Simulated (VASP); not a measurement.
Here is a VASP 6.6.1 calculation.

File INCAR:

```
SYSTEM = ZnSb2S6
PREC = Accurate
ENCUT = 600
EDIFF = 1E-6
ISMEAR = 0
SIGMA = 0.1
LREAL = .False.
LASPH = .True.
NELM = 60
ALGO = Normal
ISIF = 3
LWAVE = .False.
LCHARG = .False.
GGA = PE
IBRION = 2
NSW = 90
EDIFFG = -0.04
```

File KPOINTS:

```
regular mesh
0
Gamma
  4 4 4
  0 0 0
```

The input POSCAR:

```
ZnSb2S6
1.0
    0.0000000000      4.5108699000      4.5108699000
    4.5108699000      0.0000000000      4.5108699000
    4.5108699000      4.5108699000      0.0000000000
Zn Sb S
1 2 6
Direct
    0.0000000000      0.0000000000      0.0000000000
    0.2500000000      0.2500000000      0.2500000000
    0.7500000000      0.7500000000      0.7500000000
    0.7753319700      0.7753319700      0.2246680300
    0.7753319700      0.2246680300      0.7753319700
    0.2246680300      0.7753319700      0.2246680300
    0.2246680300      0.2246680300      0.7753319700
    0.2246680300      0.7753319700      0.7753319700
    0.7753319700      0.2246680300      0.2246680300
```

Potentials or basis: VASP PAW PBE potentials, release 64 (Zn, Sb, S).

Launch:

```sh
$ cat potpaw_PBE.64/Zn/POTCAR potpaw_PBE.64/Sb/POTCAR potpaw_PBE.64/S/POTCAR > POTCAR
$ mpirun -np 1 vasp_std > vasp.out
```

Task: Predict the relaxed cell.

Result: a = 6.261 Å, b = 6.261 Å, c = 6.261 Å, α = 60.00°, β = 60.00°, γ = 60.00°.

Task: Estimate the relaxed volume.

Result: 19.28 Å³/atom.

Task: Predict the space group after relaxing (to 0.1 Å).

Result: Fm-3m (No. 225).

The path:
| step | energy change (eV) | largest force (eV/Å) | pressure (GPa) | volume (Å³) |
| --- | --- | --- | --- | --- |
| 1 | 0.0000 | 5.7376 | 13.47 | 183.57 |
| 2 | -2.0666 | 0.3960 | -10.38 | 233.01 |
| 3 | -3.1997 | 0.8381 | -5.39 | 209.82 |
| 4 | -3.2024 | 0.9047 | -5.13 | 209.10 |
| 5 | -3.9348 | 0.7888 | -3.19 | 193.04 |
| 6 | -4.3838 | 0.5482 | 2.38 | 171.20 |
| 7 | -4.4858 | 0.0339 | 0.05 | 173.56 |
